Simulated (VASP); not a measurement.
# Ti (Fm-3m) in VASP: a series of runs

The runs below take Ti through relaxation of cell and atoms, with PBE.

All numbers are computed with VASP 6.6.1; they aren't measurements. Logs are shortened: lines on timing, memory, paths and dates and some standing lists are left out, and cuts for length are marked.

## (1) The cell of the first run

Symmetry: Fm-3m, No. 225, cubic system. Conventional cell: a = 3.800 Å, b = 3.800 Å, c = 3.800 Å, α = 90.00°, β = 90.00°, γ = 90.00°. Within 3.5 Å of Ti (site symmetry m-3m) lie 12 Ti at 2.69 Å.

This isn't the form of Ti at room conditions, which is hcp.

## (2) Relaxation of cell and atoms, PBE, target pressure 38 GPa, at which the enthalpy is minimised

Input file INCAR:

```
SYSTEM = Ti
PREC = Accurate
ENCUT = 600
EDIFF = 1E-7
ISMEAR = -1
SIGMA = 0.1
LREAL = .FALSE.
LASPH = .TRUE.
NELM = 100
ALGO = Normal
ISIF = 3
LWAVE = .FALSE.
LCHARG = .FALSE.
GGA = PE
IBRION = 2
NSW = 32
EDIFFG = -0.005
PSTRESS = 380.0
```

Input file KPOINTS:

```
regular mesh
0
G
  17 17 17
  0 0 0
```

Input file POSCAR:

```
Ti
1.0
    0.0000000000      1.9000080254      1.9000080254
    1.9000080254      0.0000000000      1.9000080254
    1.9000080254      1.9000080254      0.0000000000
Ti
1
Direct
    0.0000000000      0.0000000000      0.0000000000
```

Potentials or basis: VASP PAW PBE potentials, release 64 (Ti_sv).

Started as:

```console
> cat potpaw_PBE.64/Ti_sv/POTCAR > POTCAR
> mpirun -np 1 vasp_std > vasp.out
```

OUTCAR:

```text
SYSTEM = Ti
   PREC = Accurate
   ENCUT = 600
   EDIFF = 1E-7
   ISMEAR = -1
   LREAL = .FALSE.
   LASPH = .TRUE.
   NELM = 100
   ISIF = 3
   GGA = PE
   IBRION = 2
   NSW = 32
   EDIFFG = -0.005
   PSTRESS = 380.0

 ion  position               nearest neighbor table
   1  0.000  0.000  0.000-

  LATTYP: Found a face centered cubic cell.
 ALAT       =     3.8000160508

  Lattice vectors:

 A1 = (   0.0000000000,   1.9000080254,   1.9000080254)
 A2 = (   1.9000080254,   0.0000000000,   1.9000080254)
 A3 = (   1.9000080254,   1.9000080254,   0.0000000000)

Analysis of symmetry for initial positions (statically):
=====================================================================
 Subroutine PRICEL returns:
 Original cell was already a primitive cell.

 Routine SETGRP: Setting up the symmetry group for a
 face centered cubic supercell.

 Subroutine GETGRP returns: Found 48 space group operations
 (whereof 48 operations were pure point group operations)
 out of a pool of 48 trial point group operations.

The static configuration has the point symmetry O_h .

Analysis of symmetry for dynamics (positions and initial velocities):
=====================================================================
 Subroutine PRICEL returns:
 Original cell was already a primitive cell.

 Routine SETGRP: Setting up the symmetry group for a
 face centered cubic supercell.

 Subroutine GETGRP returns: Found 48 space group operations
 (whereof 48 operations were pure point group operations)
 out of a pool of 48 trial point group operations.

The dynamic configuration has the point symmetry O_h .

 Subroutine INISYM returns: Found 48 space group operations
 (whereof 48 operations are pure point group operations),
 and found     1 'primitive' translations

----------------------------------------------------------------------------------------

                                     Primitive cell

  volume of cell :      13.7182

  direct lattice vectors                    reciprocal lattice vectors
     0.000000000  1.900008025  1.900008025    -0.263156783  0.263156783  0.263156783
     1.900008025  0.000000000  1.900008025     0.263156783 -0.263156783  0.263156783
     1.900008025  1.900008025  0.000000000     0.263156783  0.263156783 -0.263156783

  length of vectors
     2.687017118  2.687017118  2.687017118     0.455800919  0.455800919  0.455800919

  position of ions in fractional coordinates (direct lattice)
     0.000000000  0.000000000  0.000000000

  ion indices of the primitive-cell ions
   primitive index   ion index
                 1           1

----------------------------------------------------------------------------------------

 KPOINTS: regular mesh

Automatic generation of k-mesh.
 Grid dimensions read from file:
 generate k-points for:   17   17   17

 Generating k-lattice:

  Cartesian coordinates                     Fractional coordinates (reciprocal lattice)
    -0.015479811  0.015479811  0.015479811     0.058823529  0.000000000  0.000000000
     0.015479811 -0.015479811  0.015479811     0.000000000  0.058823529  0.000000000
     0.015479811  0.015479811 -0.015479811     0.000000000  0.000000000  0.058823529

  Length of vectors
     0.026811819  0.026811819  0.026811819

  Shift w.r.t. Gamma in fractional coordinates (k-lattice)
     0.000000000  0.000000000  0.000000000

 Subroutine IBZKPT returns following result:
 ===========================================

 Found    165 irreducible k-points:

 Following reciprocal coordinates:
            Coordinates               Weight
  0.000000  0.000000  0.000000      1.000000
  0.058824  0.000000  0.000000      8.000000
  0.117647  0.000000  0.000000      8.000000
  0.176471  0.000000  0.000000      8.000000
  0.235294  0.000000  0.000000      8.000000
  0.294118  0.000000  0.000000      8.000000
[... 16 lines left out ...]
 -0.176471  0.058824  0.000000     24.000000
 -0.117647  0.058824  0.000000     24.000000
 [... further k-points ...]
   k-points           NKPTS =    165   k-points in BZ     NKDIM =    165   number of bands    NBANDS=     10
   number of dos      NEDOS =    301   number of ions     NIONS =      1
   total plane-waves  NPLWV =  13824
   dimension x,y,z NGX =    24 NGY =   24 NGZ =   24
   dimension x,y,z NGXF=    48 NGYF=   48 NGZF=   48
   ions per type =               1
   NGX,Y,Z   is equivalent  to a cutoff of  14.85, 14.85, 14.85 a.u.
   NGXF,Y,Z  is equivalent  to a cutoff of  29.70, 29.70, 29.70 a.u.
 SYSTEM =  Ti
   PREC   = accura    normal or accurate (medium, high low for compatibility)
   ISTART =      0    job   : 0-new  1-cont  2-samecut
   ICHARG =      2    charge: 1-file 2-atom 10-const
   ISPIN  =      1    spin polarized calculation?
   LNONCOLLINEAR =      F non collinear calculations
   LSORBIT =      F    spin-orbit coupling
   LASPH  =      T    aspherical Exc in radial PAW
   ENCUT  =  600.0 eV  44.10 Ry    6.64 a.u.   5.37  5.37  5.37*2*pi/ulx,y,z
   NELM   =    100;   NELMIN=  2; NELMDL= -5     # of ELM steps
   EDIFF  = 0.1E-06   stopping-criterion for ELM
   LREAL  =      F    real-space projection
   EDIFFG = -.5E-02   stopping-criterion for IOM
   NSW    =     32    number of steps for IOM
   IBRION =      2    ionic relax: 0-MD 1-quasi-New 2-CG
   NFREE  =      1    steps in history (QN), initial steepest desc. (CG)
   ISIF   =      3    stress and relaxation
   ISYM   =      2    0-nonsym 1-usesym 2-fastsym
   POTIM  = 0.5000    time-step for ionic-motion
   TEBEG  =    0.0;   TEEND  =   0.0 temperature during run
   PSTRESS=  380.0 pullay stress
   NELECT =      12.0000    total number of electrons
   NUPDOWN=      -1.0000    fix difference up-down
   EMIN   =  10.00;   EMAX   =-10.00  energy-range for DOS
   EFERMI =   0.00;   METHOD = LEGACY
   ISMEAR =    -1;   SIGMA  =   0.10  broadening in eV -4-tet -1-fermi 0-gaus
   EFERMI_NEDOS =   21; number of points for ismear=-14 and -15
   IALGO  =     38    algorithm
   IMIX   =      4    mixing-type and parameters
     AMIX     =   0.40;   BMIX     =  1.00
     AMIX_MAG =   1.60;   BMIX_MAG =  1.00
  volume/ion in A,a.u.               =      13.72        92.57
  Fermi-wavevector in a.u.,A,eV,Ry     =   1.565681  2.958707 33.352716  2.451355
  Thomas-Fermi vector in A             =   2.668121
   LORBIT       =      0    0 simple, 1 ext, 2 COOP (PROOUT), +10 PAW based schemes
   GGA     = PE    functional components
   LHFCALC =     F    Hartree Fock is set to
   AEXX    =    0.0000 exact exchange contribution
   IVDW    =     0    specifies the selected vdW correction
   LEPSILON=     F    determine dielectric tensor
   LRPA    =     F    only Hartree local field effects (RPA)
 conjugate gradient relaxation of ions
 non-spin polarized calculation
  energy-cutoff  :      600.00
  volume of cell :       13.72
 maximum number of plane-waves:       473
 NGX is ok and might be reduce to    24
   NGX = 11   NGY = 11   NGZ = 11

--------------------------------------- Ionic step        1  -------------------------------------------

 number of electron      11.9999999 magnetization

 Free energy of the ion-electron system (eV)
  ---------------------------------------------------
  ext. energy  EPLUGINS =         0.00000000
  ---------------------------------------------------
  free energy    TOTEN  =        -7.44542292 eV

  energy without entropy =       -7.40323254  energy(sigma->0) =       -7.42432773

------------------------ aborting loop because EDIFF is reached ----------------------------------------

  FORCE on cell =-STRESS in cart. coord.  units (eV):
  Direction    XX          YY          ZZ          XY          YZ          ZX
  --------------------------------------------------------------------------------------
  -------------------------------------------------------------------------------------
  Total        3.1838590      3.1838590      3.1838590     -0.0000000     -0.0000000     -0.0000000
  in kB      371.8502713    371.8502713    371.8502713     -0.0000000     -0.0000000     -0.0000000
  external PRESSURE =      -8.1497287 kB  Pullay stress =     380.0000000 kB

 VOLUME and BASIS-vectors are now :
 -----------------------------------------------------------------------------
  energy-cutoff  :      600.00
  volume of cell :       13.72
      direct lattice vectors                 reciprocal lattice vectors
     0.000000000  1.900008025  1.900008025    -0.263156783  0.263156783  0.263156783
     1.900008025  0.000000000  1.900008025     0.263156783 -0.263156783  0.263156783
     1.900008025  1.900008025  0.000000000     0.263156783  0.263156783 -0.263156783
[... 44 lines left out ...]
  FREE ENERGIE OF THE ION-ELECTRON SYSTEM (eV)
  ---------------------------------------------------
  free  energy   TOTEN  =        -7.4124309886 eV

  energy  without entropy=       -7.3707935028  energy(sigma->0) =       -7.39161225

  enthalpy is  TOTEN    =        -4.1915405863 eV   P V=        3.2208904024

--------------------------------------- Ionic step        3  -------------------------------------------

 number of electron      11.9999999 magnetization

 Free energy of the ion-electron system (eV)
  ---------------------------------------------------
  ext. energy  EPLUGINS =         0.00000000
  ---------------------------------------------------
  free energy    TOTEN  =        -7.43337774 eV

  energy without entropy =       -7.39139264  energy(sigma->0) =       -7.41238519

 E-fermi :  11.0355     XC(G=0): -12.6749

 val. band max:       11.0278028221   @ k =  -0.2941   0.0588   0.0000
 cond. band min:      11.0427321759   @ k =  -0.2353   0.2353   0.0000
 fundamental gap:      0.0149293538
 Fermi energy:        11.0355463179

 k-point     1 :       0.0000    0.0000    0.0000
  band No.  band energies     occupation
      1     -45.3623      2.00000
      2     -20.8041      2.00000
      3     -20.8041      2.00000
      4     -20.8041      2.00000
      5       4.4699      2.00000
      6      12.0065      0.00012
      7      12.0065      0.00012
      8      12.0065      0.00012
      9      14.2551      0.00000
     10      14.2551      0.00000

 k-point     2 :       0.0588    0.0000    0.0000
  band No.  band energies     occupation
      1     -45.3520      2.00000
      2     -20.8550      2.00000
      3     -20.8100      2.00000
      4     -20.8100      2.00000
      5       4.6126      2.00000
      6      11.9100      0.00032
      7      12.0619      0.00007
      8      12.0619      0.00007
      9      14.2146      0.00000
     10      14.2146      0.00000
[... 274 lines left out ...]
 k-point    24 :      -0.1176    0.0588    0.0000
  band No.  band energies     occupation
      1     -45.3005      2.00000
      2     -21.0858      2.00000
      3     -20.8726      2.00000
      4     -20.8246      2.00000
      5       5.3320      2.00000
      6      11.4620      0.02774
      7      12.3056      0.00001
      8      12.3106      0.00001
      9      13.8669      0.00000
     10      14.2948      0.00000

 [... further k-points ...]
[... 5 lines left out ...]
  --------------------------------------------------------------------------------------
  -------------------------------------------------------------------------------------
  Total        3.2412704      3.2412704      3.2412704      0.0000000      0.0000000      0.0000000
  in kB      379.9775744    379.9775744    379.9775744      0.0000000      0.0000000      0.0000000
  external PRESSURE =      -0.0224256 kB  Pullay stress =     380.0000000 kB

 VOLUME and BASIS-vectors are now :
 -----------------------------------------------------------------------------
  energy-cutoff  :      600.00
  volume of cell :       13.67
      direct lattice vectors                 reciprocal lattice vectors
    -0.000000000  1.897634763  1.897634763    -0.263485898  0.263485898  0.263485898
     1.897634763 -0.000000000  1.897634763     0.263485898 -0.263485898  0.263485898
     1.897634763  1.897634763 -0.000000000     0.263485898  0.263485898 -0.263485898

 POSITION                                       TOTAL-FORCE (eV/Angst)
 -----------------------------------------------------------------------------------
     -0.00000      0.00000      0.00000        -0.000000      0.000000      0.000000
 -----------------------------------------------------------------------------------
    total drift:                                0.000000      0.000000      0.000000

  FREE ENERGIE OF THE ION-ELECTRON SYSTEM (eV)
  ---------------------------------------------------
  free  energy   TOTEN  =        -7.4333777370 eV

  energy  without entropy=       -7.3913926444  energy(sigma->0) =       -7.41238519

  enthalpy is  TOTEN    =        -4.1919160478 eV   P V=        3.2414616892

 reached required accuracy - stopping structural energy minimisation
```

It took 82 s on 1 thread of Intel Xeon 8259CL, shared host; peak memory 0.17 GiB.

Results:

| Property | Result |
| --- | --- |
| Free energy | -7.4334 eV |
| Relaxed volume | 13.67 Å³/atom |
| Relaxed cell | a = 2.684 Å, b = 2.684 Å, c = 2.684 Å, α = 60.00°, β = 60.00°, γ = 60.00° |
| Space group after relaxing (to 0.1 Å) | Fm-3m (No. 225) |
| Energy change on relaxing (the run minimises the enthalpy) | +12.0 meV/atom |
| Ionic steps | 3 |
| Pressure after relaxing | 38.0 GPa |
| Band gap on the k mesh | zero (bands 6 and 7 overlap by 1.54 eV) |

Step by step:
```tsv
step	energy change (eV)	largest force (eV/Å)	pressure (GPa)	volume (Å³)
1	0.0000	0.0000	37.19	13.72
2	0.0330	0.0000	39.39	13.58
3	0.0120	0.0000	38.00	13.67
```

Final structure:
```yaml
crystal:
  lattice:
    - [0.00000, 1.89763, 1.89763]
    - [1.89763, 0.00000, 1.89763]
    - [1.89763, 1.89763, 0.00000]
  atoms:
    - { symbol: Ti, position: [0.00000, 0.00000, 0.00000] }
```

Levels at points of the mesh, in eV from the Fermi level:
```csv
k point,band 4,band 5,band 6,band 7,band 8,band 9
"(0.00, 0.00, 0.00)",-31.84,-6.57,0.97,0.97,0.97,3.22
```

Caveat: the cell is relaxed towards a set pressure, so the run minimises the enthalpy, not the energy.

## (3) Relaxation of cell and atoms, PBE

This run uses another cell than the first one, of 17.40 Å³/atom.

Input file INCAR:

```
SYSTEM = Ti
ALGO = Normal
EDIFF = 1E-6
EDIFFG = -0.005
ENCUT = 600
GGA = PE
IBRION = 2
ISIF = 3
ISMEAR = -1
LASPH = .TRUE.
LCHARG = .FALSE.
LREAL = .FALSE.
LWAVE = .FALSE.
NELM = 80
NSW = 60
PREC = Accurate
SIGMA = 0.1
```

Input file KPOINTS:

```
k-points
0
G
  17 17 17
  0 0 0
```

Input file POSCAR:

```
Ti
1.0
    0.0000000000      2.0565919077      2.0565919077
    2.0565919077      0.0000000000      2.0565919077
    2.0565919077      2.0565919077      0.0000000000
Ti
1
Direct
    0.0000000000      0.0000000000      0.0000000000
```

Potentials or basis: VASP PAW PBE potentials, release 64 (Ti_sv).

Started as:

```console
> cat potpaw_PBE.64/Ti_sv/POTCAR > POTCAR
> mpirun -np 1 vasp_std > vasp.out
```

Wall time 64 s (1 thread of Intel Xeon 8259CL, shared host); peak memory 0.17 GiB.

Results (log left out):

* Free energy: -7.8062 eV
* Relaxed volume: 17.38 Å³/atom
* Relaxed cell: a = 2.907 Å, b = 2.907 Å, c = 2.907 Å, α = 60.00°, β = 60.00°, γ = 60.00°
* Space group after relaxing (to 0.1 Å): Fm-3m (No. 225)
* Energy gained by relaxing: 0.0 meV/atom
* Ionic steps: 2
* Pressure after relaxing: 0.0 GPa
* Band gap on the k mesh: zero (bands 6 and 7 overlap by 1.35 eV)

Final structure:
```
Ti
1.0
     0.00000    2.05584    2.05584
     2.05584    0.00000    2.05584
     2.05584    2.05584    0.00000
Ti
1
Direct
  0.00000 0.00000 0.00000
```

Levels at points of the mesh, in eV from the Fermi level:
```tsv
k point	band 3	band 4	band 5	band 6	band 7	band 8	band 9	band 10
(0.00, 0.00, 0.00)	-32.57	-32.57	-6.10	0.88	0.88	0.88	2.51	2.51
```
